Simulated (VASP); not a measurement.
# Rh (P6_3/mmc) in VASP: a series of runs

Rh is run at these levels: LDA; tasks: single point.

Everything below comes from runs of VASP 6.6.1. Logs are shortened: lines on timing, memory, paths and dates and some standing lists are left out, and cuts for length are marked.

## Step 1: The cell of the first run

It takes space group P6_3/mmc (No. 194, hexagonal). The conventional cell has a = 2.731 Å, b = 2.731 Å, c = 4.428 Å, α = 90.00°, β = 90.00°, γ = 120.00°. Within 3.6 Å of Rh (site symmetry -6m2) lie 12 Rh at 2.72 to 2.73 Å.

## Step 2: Single point, LDA

INCAR

```
ALGO = Normal
EDIFF = 1E-6
ENCUT = 520
ISIF = 2
ISMEAR = 0
LASPH = True
LCHARG = True
LELF = True
LREAL = False
LVHAR = True
LWAVE = False
NBANDS = 22
NELM = 80
PREC = Accurate
SIGMA = 0.1
```

KPOINTS

```
k-points
0
Gamma
  7 7 4
```

POSCAR

```
Rh
1.0
    2.7309800000      0.0000000000      0.0000000000
   -1.3654900000      2.3651000000      0.0000000000
    0.0000000000      0.0000000000      4.4284900000
Rh
2
Direct
    0.6666666667      0.3333333333      0.7500000000
    0.3333333333      0.6666666667      0.2500000000
```

Potentials or basis: VASP PAW LDA potentials, release 64 (Rh_pv).

Run with:

```sh
$ cat potpaw_LDA.64/Rh_pv/POTCAR > POTCAR
$ mpirun -np 1 vasp_std > vasp.out
```

OUTCAR:

```text
EDIFF = 1E-6
   ENCUT = 520
   ISIF = 2
   ISMEAR = 0
   LASPH = True
   LREAL = False
   NELM = 80
   PREC = Accurate

 ion  position               nearest neighbor table
   1  0.667  0.333  0.750-   2 2.72   2 2.72   2 2.72   2 2.72   2 2.72   2 2.72
   2  0.333  0.667  0.250-   1 2.72   1 2.72   1 2.72   1 2.72   1 2.72   1 2.72

  LATTYP: Found a hexagonal cell.
 ALAT       =     2.7309800000
 C/A-ratio  =     1.6215754052

  Lattice vectors:

 A1 = (   2.7309800000,   0.0000000000,   0.0000000000)
 A2 = (  -1.3654900000,   2.3651000000,   0.0000000000)
 A3 = (   0.0000000000,   0.0000000000,   4.4284900000)

Analysis of symmetry for initial positions (statically):
=====================================================================
 Subroutine PRICEL returns:
 Original cell was already a primitive cell.

 Routine SETGRP: Setting up the symmetry group for a
 hexagonal supercell.

 Subroutine GETGRP returns: Found 24 space group operations
 (whereof 12 operations were pure point group operations)
 out of a pool of 24 trial point group operations.

The static configuration has the point symmetry D_3d.
 The point group associated with its full space group is D_6h.

Analysis of symmetry for dynamics (positions and initial velocities):
=====================================================================
 Subroutine PRICEL returns:
 Original cell was already a primitive cell.

 Routine SETGRP: Setting up the symmetry group for a
 hexagonal supercell.

 Subroutine GETGRP returns: Found 24 space group operations
 (whereof 12 operations were pure point group operations)
 out of a pool of 24 trial point group operations.

The dynamic configuration has the point symmetry D_3d.
 The point group associated with its full space group is D_6h.

 Subroutine INISYM returns: Found 24 space group operations
 (whereof 12 operations are pure point group operations),
 and found     1 'primitive' translations

----------------------------------------------------------------------------------------

                                     Primitive cell

  volume of cell :      28.6038

  direct lattice vectors                    reciprocal lattice vectors
     2.730980000  0.000000000  0.000000000     0.366168921  0.211407551  0.000000000
    -1.365490000  2.365100000  0.000000000     0.000000000  0.422815103  0.000000000
     0.000000000  0.000000000  4.428490000     0.000000000  0.000000000  0.225810604

  length of vectors
[... 77 lines left out ...]
   LSORBIT =      F    spin-orbit coupling
   LASPH  =      T    aspherical Exc in radial PAW
   ENCUT  =  520.0 eV  38.22 Ry    6.18 a.u.   5.08  5.08  8.23*2*pi/ulx,y,z
   NELM   =     80;   NELMIN=  2; NELMDL= -5     # of ELM steps
   EDIFF  = 0.1E-05   stopping-criterion for ELM
   LREAL  =      F    real-space projection
   EDIFFG = 0.1E-04   stopping-criterion for IOM
   NSW    =      0    number of steps for IOM
   IBRION =     -1    ionic relax: 0-MD 1-quasi-New 2-CG
   NFREE  =      0    steps in history (QN), initial steepest desc. (CG)
   ISIF   =      2    stress and relaxation
   ISYM   =      2    0-nonsym 1-usesym 2-fastsym
   POTIM  = 0.5000    time-step for ionic-motion
   TEBEG  =    0.0;   TEEND  =   0.0 temperature during run
   PSTRESS=    0.0 pullay stress
   NELECT =      30.0000    total number of electrons
   NUPDOWN=      -1.0000    fix difference up-down
   EMIN   =  10.00;   EMAX   =-10.00  energy-range for DOS
   EFERMI =   0.00;   METHOD = LEGACY
   ISMEAR =     0;   SIGMA  =   0.10  broadening in eV -4-tet -1-fermi 0-gaus
   EFERMI_NEDOS =   21; number of points for ismear=-14 and -15
   IALGO  =     38    algorithm
   IMIX   =      4    mixing-type and parameters
     AMIX     =   0.40;   BMIX     =  1.00
     AMIX_MAG =   1.60;   BMIX_MAG =  1.00
  volume/ion in A,a.u.               =      14.30        96.51
  Fermi-wavevector in a.u.,A,eV,Ry     =   1.663313  3.143206 37.642022  2.766611
  Thomas-Fermi vector in A             =   2.750052
   LORBIT       =      0    0 simple, 1 ext, 2 COOP (PROOUT), +10 PAW based schemes
   GGA     = CA    functional components
   LHFCALC =     F    Hartree Fock is set to
   AEXX    =    0.0000 exact exchange contribution
   IVDW    =     0    specifies the selected vdW correction
   LEPSILON=     F    determine dielectric tensor
   LRPA    =     F    only Hartree local field effects (RPA)
 non-spin polarized calculation
 Gauss-broadening in eV      SIGMA  =   0.10
  energy-cutoff  :      520.00
  volume of cell :       28.60
 maximum number of plane-waves:       786
   NGX = 11   NGY = 11   NGZ = 17

 number of electron      30.0000010 magnetization

 Free energy of the ion-electron system (eV)
  ---------------------------------------------------
  ext. energy  EPLUGINS =         0.00000000
  ---------------------------------------------------
  free energy    TOTEN  =       -17.24237071 eV

  energy without entropy =      -17.23094892  energy(sigma->0) =      -17.23665982

 E-fermi :  11.1316     XC(G=0): -14.1015

 val. band max:       11.0852635846   @ k =   0.1429   0.0000   0.5000
 cond. band min:      11.1392181917   @ k =   0.2857   0.1429   0.0000
 fundamental gap:      0.0539546071
 Fermi energy:        11.1316281177

 k-point     1 :       0.0000    0.0000    0.0000
  band No.  band energies     occupation
      1     -35.7315      2.00000
      2     -35.2078      2.00000
      3     -35.2077      2.00000
      4     -35.1136      2.00000
      5     -35.1136      2.00000
      6     -35.0694      2.00000
[... 589 lines left out ...]
     21      21.6924      0.00000
     22      21.6924      0.00000

------------------------ aborting loop because EDIFF is reached ----------------------------------------

  FORCE on cell =-STRESS in cart. coord.  units (eV):
  Direction    XX          YY          ZZ          XY          YZ          ZX
  --------------------------------------------------------------------------------------
  -------------------------------------------------------------------------------------
  Total       -3.6688137     -3.6688197     -3.1814754      0.0000000     -0.0000000      0.0000000
  in kB     -205.5003381   -205.5006757   -178.2031822      0.0000000     -0.0000000      0.0000000
  external PRESSURE =    -196.4013987 kB  Pullay stress =       0.0000000 kB

 VOLUME and BASIS-vectors are now :
 -----------------------------------------------------------------------------
  energy-cutoff  :      520.00
  volume of cell :       28.60
      direct lattice vectors                 reciprocal lattice vectors
     2.730980000  0.000000000  0.000000000     0.366168921  0.211407551  0.000000000
    -1.365490000  2.365100000  0.000000000     0.000000000  0.422815103  0.000000000
     0.000000000  0.000000000  4.428490000     0.000000000  0.000000000  0.225810604

 POSITION                                       TOTAL-FORCE (eV/Angst)
 -----------------------------------------------------------------------------------
      1.36549      0.78837      3.32137        -0.000000     -0.000000      0.000000
     -0.00000      1.57673      1.10712         0.000000      0.000000      0.000000
 -----------------------------------------------------------------------------------
    total drift:                               -0.000000      0.000000     -0.000000

  FREE ENERGIE OF THE ION-ELECTRON SYSTEM (eV)
  ---------------------------------------------------
  free  energy   TOTEN  =       -17.2423707132 eV

  energy  without entropy=      -17.2309489227  energy(sigma->0) =      -17.23665982
```

Run time: 5.1 s. Hardware: 1 thread of Intel Xeon 6975P-C (Granite Rapids), shared host; peak memory 0.13 GiB.

Results:

```
Free energy            : -17.2424 eV
Pressure               : -19.6 GPa
Band gap on the k mesh : zero (band 15 reaches 11.53 eV, above the bottom of band 16 at 9.54 eV)
```

Caveat: the k points lie up to 0.38 Å⁻¹ apart.

## Step 3: Single point, LDA

INCAR

```
SYSTEM = Rh
PREC = Accurate ; ENCUT = 520
EDIFF = 1E-6 ; ISMEAR = 0
SIGMA = 0.1 ; LREAL = .FALSE.
LASPH = .TRUE. ; NELM = 80
ALGO = Normal ; ISIF = 2
LWAVE = .FALSE. ; LCHARG = .FALSE.
NBANDS = 22
```

KPOINTS

```
regular mesh
0
G
  9 9 5
  0 0 0
```

POSCAR is that of step 2.

Potentials or basis: VASP PAW LDA potentials, release 64 (Rh_pv).

Run with:

```sh
$ cat potpaw_LDA.64/Rh_pv/POTCAR > POTCAR
$ mpirun -np 1 vasp_std > vasp.out
```

It took 6.8 s on 1 thread of Intel Xeon 6975P-C (Granite Rapids), shared host; peak memory 0.13 GiB.

Results (log left out):

```yaml
Free_energy: -17.1675 eV
Pressure: -18.8 GPa
Band_gap_on_the_k_mesh: zero (band 15 reaches 11.65 eV, above the bottom of band 16 at 9.67 eV)
```

Stress tensor (GPa, compression positive):
```
-18.64   0.00   0.00
  0.00 -18.64   0.00
  0.00   0.00 -19.05
```

Levels at points of the mesh, in eV from the Fermi level:
```csv
k point,band 12,band 13,band 14,band 15,band 16,band 17,band 18,band 19
"(0.00, 0.00, 0.00)",-2.35,-2.35,-1.77,-1.77,0.16,0.16,0.73,8.17
```

## Step 4: Single point, LDA

INCAR

```
SYSTEM = Rh
  ALGO = Normal
  EDIFF = 1E-6
  ENCUT = 520
  ISIF = 2
  ISMEAR = 0
  LASPH = .TRUE.
  LCHARG = .FALSE.
  LREAL = .FALSE.
  LWAVE = .FALSE.
  NBANDS = 22
  NELM = 60
  PREC = Accurate
  SIGMA = 0.1
```

KPOINTS

```
k-points
0
G
  12 12 6
  0 0 0
```

POSCAR is that of step 3.

Run with:

```sh
$ cat potpaw_LDA.64/Rh_pv/POTCAR > POTCAR
$ mpirun -np 1 vasp_std > vasp.out
```

It took 14 s on 1 thread of Intel Xeon 6975P-C (Granite Rapids), shared host; peak memory 0.15 GiB.

The run converged. Its results:

| Property | Result |
| --- | --- |
| Free energy | -17.1727 eV |
| Pressure | -18.8 GPa |
| Band gap on the k mesh | zero (band 15 reaches 11.67 eV, above the bottom of band 16 at 9.40 eV) |

Stress tensor (GPa, compression positive):
```
-18.87   0.00   0.00
  0.00 -18.87   0.00
  0.00   0.00 -18.69
```

Levels at points of the mesh, in eV from the Fermi level:
| k point | band 13 | band 14 | band 15 | band 16 | band 17 | band 18 |
| --- | --- | --- | --- | --- | --- | --- |
| (0.00, 0.00, 0.00) | -2.38 | -1.78 | -1.78 | 0.15 | 0.15 | 0.73 |
| (0.50, 0.00, 0.00) | -2.03 | 0.42 | 0.60 | 0.71 | 2.92 | 4.93 |
| (0.00, 0.00, 0.50) | -2.97 | -2.97 | -0.40 | -0.40 | -0.40 | -0.40 |
| (0.50, 0.00, 0.50) | -0.27 | -0.27 | 0.59 | 0.59 | 2.60 | 2.60 |

## Step 5: The runs side by side

| k mesh | gap on the mesh (eV) | pressure (GPa) |
| --- | --- | --- |
| 7 × 7 × 4 | none | -19.6 |
| 9 × 9 × 5 | none | -18.8 |
| 12 × 12 × 6 | none | -18.8 |

Alike in all rows: task single point; level LDA; potentials or basis VASP PAW LDA potentials, release 64 (Rh_pv); no spin polarisation; cell as given; cutoff (eV) 520; smearing gaussian 0.1 eV.

Caveats: some runs use coarse meshes.

Total energies depend on the potentials used, so only differences within one code and one set of settings carry meaning.
